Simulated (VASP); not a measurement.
Wanted: the native input for a VASP 6.6.1 run.

```
Task                   : relaxation of cell and atoms
Functional             : PBE
Potentials or basis    : VASP PAW PBE potentials, release 64 (W_sv, Si)
Cutoff                 : 600 eV
k mesh                 : 10 × 10 × 8
Occupations            : fermi-dirac, width 0.05 eV
Spin                   : no spin polarisation
Target pressure        : 80 GPa
Dipole correction      : no
Further INCAR settings : ALGO = Normal; EDIFF = 1e-06; IBRION = 2; EDIFFG = -0.005; NSW = 32; ISIF = 3
```

The structure of Si2W (AlB2 type) lies in POSCAR:

```
Si2W
1.0
    3.9269626186      0.0000000000      0.0000000000
   -1.9634813093      3.4008493874      0.0000000000
    0.0000000000      0.0000000000      2.4602018792
W Si
1 2
Direct
    0.0000000000      0.0000000000      0.0000000000
    0.3333333333      0.6666666667      0.5000000000
    0.6666666667      0.3333333333      0.5000000000
```

These files were run (other wordings do the same):

INCAR

```
SYSTEM = Si2W
ALGO = Normal
EDIFF = 1E-6
EDIFFG = -0.005
ENCUT = 600
GGA = PE
IBRION = 2
ISIF = 3
ISMEAR = -1
LASPH = .TRUE.
LCHARG = .FALSE.
LREAL = .FALSE.
LWAVE = .FALSE.
NELM = 80
NSW = 32
PREC = Accurate
PSTRESS = 800.0
SIGMA = 0.05
```

KPOINTS

```
k-points
0
G
  10 10 8
  0 0 0
```

Potentials or basis: VASP PAW PBE potentials, release 64 (W_sv, Si).

Command:

```bash
$ cat potpaw_PBE.64/W_sv/POTCAR potpaw_PBE.64/Si/POTCAR > POTCAR
$ mpirun -np 1 vasp_std > vasp.out
```

It gave:

```
Relaxed volume                                         : 10.96 Å³/atom
Relaxed cell                                           : a = 3.927 Å, b = 3.927 Å, c = 2.463 Å, α = 90.00°, β = 90.00°, γ = 120.00°
Space group after relaxing (to 0.05 Å)                 : P6/mmm (No. 191)
Energy change on relaxing (the enthalpy is what falls) : -4.8 meV/atom
Ionic steps                                            : 5
Pressure after relaxing                                : 80.0 GPa
Band gap on the k mesh                                 : zero (band 11 reaches 17.18 eV, above the bottom of band 12 at 13.22 eV)
```

Caveat: the cell is relaxed towards a set pressure, so the enthalpy falls and the energy may rise; spin-orbit coupling is left out, which moves the levels of the heavy elements.

Run time: 58 s on 1 thread of AMD EPYC 9R45 96-Core Processor (Zen 5) (shared host), peak memory 0.16 GiB.
